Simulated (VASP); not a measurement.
Wanted: the native input for a VASP 6.6.1 run.

| Item | Value |
| --- | --- |
| Task | relaxation of the atoms |
| Functional | BLYP |
| Dispersion | D4 |
| Potentials or basis | VASP PAW PBE potentials, release 64 (Se) |
| Cutoff | 520 eV |
| k mesh | 9 × 9 × 9 |
| Occupations | gaussian, width 0.05 eV |
| Spin | no spin polarisation |
| Dipole correction | no |
| Further INCAR settings | ALGO = Normal; EDIFF = 1e-07; IBRION = 2; EDIFFG = -0.01; NSW = 80 |

The structure of Se lies in POSCAR:

```
Se
1.0
    2.7895160000      0.0450880000     -0.0033490000
    0.0450880000      2.7997670000      0.0051240000
   -0.0033490000      0.0051240000      2.8434420000
Se
1
Direct
    0.0452770000      0.0008780000     -0.0072040000
```

This cell differs from its parent crystal: the cell strained at random.

The input as run:

INCAR

```
SYSTEM = Se
PREC = Accurate
ENCUT = 520
EDIFF = 1E-7
ISMEAR = 0
SIGMA = 0.05
LREAL = .FALSE.
LASPH = .TRUE.
NELM = 100
ALGO = Normal
ISIF = 2
LWAVE = .FALSE.
LCHARG = .FALSE.
GGA = B5
ALDAX = 1.0
AGGAX = 1.0
AGGAC = 1.0
ALDAC = 0.0
IVDW = 13
VDW_S6 = 1.0
VDW_S8 = 2.34076671
VDW_A1 = 0.44488865
VDW_A2 = 4.0933009
IBRION = 2
NSW = 80
EDIFFG = -0.01
```

KPOINTS

```
regular mesh
0
G
  9 9 9
  0 0 0
```

Potentials or basis: VASP PAW PBE potentials, release 64 (Se).

Command:

```console
$ cat potpaw_PBE.64/Se/POTCAR > POTCAR
$ mpirun -np 1 vasp_std > vasp.out
```

Results of the run:

```yaml
Pressure_after_relaxing: 2.0 GPa
Band_gap_on_the_k_mesh: zero (bands 3 and 4 overlap by 5.85 eV)
Dispersion_energy_per_atom: -0.833 eV
```

Caveat: the cell differs from its parent crystal (the cell strained at random); the PAW data sets were made with another functional, which shifts forces and pressure a little.

Run time: 47 s on 1 thread of AMD EPYC 7R43 64-Core Processor (Zen 3), with other jobs on the host, peak memory 0.15 GiB.
